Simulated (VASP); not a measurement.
Crystal: MgO.

```xyz
4
Lattice="2.9231 0.0000 0.0000 -1.4615 2.5314 0.0000 0.0000 0.0000 5.0921" Properties=species:S:1:pos:R:3 pbc="T T T"
Mg    0.0000    0.0000    0.0000
Mg    0.0000    0.0000    2.5461
O     0.0000    1.6876    1.2730
O     1.4615    0.8438    3.8191
```

Base run:

```yaml
Program: VASP 6.6.1
Functional: r2SCAN
Potentials_or_basis: VASP PAW PBE potentials, release 64 (Mg, O)
Cutoff: 520 eV
k_mesh: 12 × 12 × 6
Occupations: gaussian, width 0.01 eV
Spin: no spin polarisation
```

Its results: band gap on the k mesh 5.31 eV; pressure -1.1 GPa.

Problem. The run is repeated on the same cell with these changes: functional from r2SCAN to PBE; k mesh from 12 × 12 × 6 to 6 × 6 × 4. What comes out?

Solution. Band gap on the k mesh 4.45 eV; pressure 5.0 GPa.

Several settings changed at once.

Caveats: the PAW data sets were made with another functional, which shifts forces and pressure a little (at least some runs); the cell stands under pressure (at least some runs).

A k mesh can miss the band edges.
